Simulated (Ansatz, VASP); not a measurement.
**Na2TlGaF6: VASP beside Ansatz**

File INCAR:

```
PREC = Accurate
ENCUT = 970
EDIFF = 1E-6
ISMEAR = 0
SIGMA = 0.05
LREAL = F
LASPH = T
NELM = 120
ALGO = Normal
ISIF = 2
LWAVE = F
LCHARG = T
GGA = PS
LELF = T
LVHAR = T
NBANDS = 54
GGA_COMPAT = F
```

KPOINTS

```
Automatic mesh
0
Gamma
  6 6 6
```

File POSCAR:

```
Na2TlGaF6
1.0
    0.0000000000      4.4281556653      4.4281556653
    4.4281556653      0.0000000000      4.4281556653
    4.4281556653      4.4281556653      0.0000000000
Na Tl Ga F
2 1 1 6
Direct
    0.7500000000      0.7500000000      0.7500000000
    0.2500000000      0.2500000000      0.2500000000
    0.5000000000      0.5000000000      0.5000000000
    0.0000000000      0.0000000000      0.0000000000
    0.7859162153      0.2140837847      0.2140837847
    0.2140837847      0.2140837847      0.7859162153
    0.2140837847      0.7859162153      0.7859162153
    0.2140837847      0.7859162153      0.2140837847
    0.7859162153      0.2140837847      0.7859162153
    0.7859162153      0.7859162153      0.2140837847
```

Input for Ansatz:

```yaml
crystal:
  lattice:
    - [0.0, 4.4281556653, 4.4281556653]
    - [4.4281556653, 0.0, 4.4281556653]
    - [4.4281556653, 4.4281556653, 0.0]
  atoms:
    - { symbol: Na, position: [0.75, 0.75, 0.75] }
    - { symbol: Na, position: [0.25, 0.25, 0.25] }
    - { symbol: Tl, position: [0.5, 0.5, 0.5] }
    - { symbol: Ga, position: [0.0, 0.0, 0.0] }
    - { symbol: F, position: [0.7859162153, 0.2140837847, 0.2140837847] }
    - { symbol: F, position: [0.2140837847, 0.2140837847, 0.7859162153] }
    - { symbol: F, position: [0.2140837847, 0.7859162153, 0.7859162153] }
    - { symbol: F, position: [0.2140837847, 0.7859162153, 0.2140837847] }
    - { symbol: F, position: [0.7859162153, 0.2140837847, 0.7859162153] }
    - { symbol: F, position: [0.7859162153, 0.7859162153, 0.2140837847] }
basis:
  ecutwfc: 420
kpoints:
  mp_grid: { grid: [6, 6, 6] }
hamiltonian:
  xc: pbesol
scf:
  occupations: { method: gaussian, width: 0.05 }
output:
  forces: true
  stress: true
  eigenvalues: true
```

Alike in both runs: task single point; functional PBEsol; k mesh 6 × 6 × 6; occupations gaussian, width 0.05 eV; no spin polarisation.

```csv
,VASP,Ansatz
version,VASP 6.6.1,Ansatz 0.2.0
potentials or method,"VASP PAW PBE potentials, release 64 (Na_sv, Tl_d, Ga_d, F), cutoff 970 eV","scalar-relativistic, plane waves, PAW"
valence electrons in the cell,86,86
```

VASP gave:

| Property | Result |
| --- | --- |
| gap on the k mesh at the Fermi level (eV) | 3.39 |
| least direct gap on the mesh (eV) | 3.88 |
| pressure (GPa) | 0.0 |
| rms of the force components (eV/Å) | 0.032 |

Which values does Ansatz return?

gap on the k mesh at the Fermi level (eV): 3.40; least direct gap on the mesh (eV): 3.89; pressure (GPa): 0.0; rms of the force components (eV/Å): 0.000.

VASP's potentials were made for PBE, not for PBEsol. Atom by atom the forces differ by 0.033 eV/Å (rms over components). The functional is the same, so the differences come from potentials, cutoffs and numerics.

Neither program's run includes spin-orbit coupling.
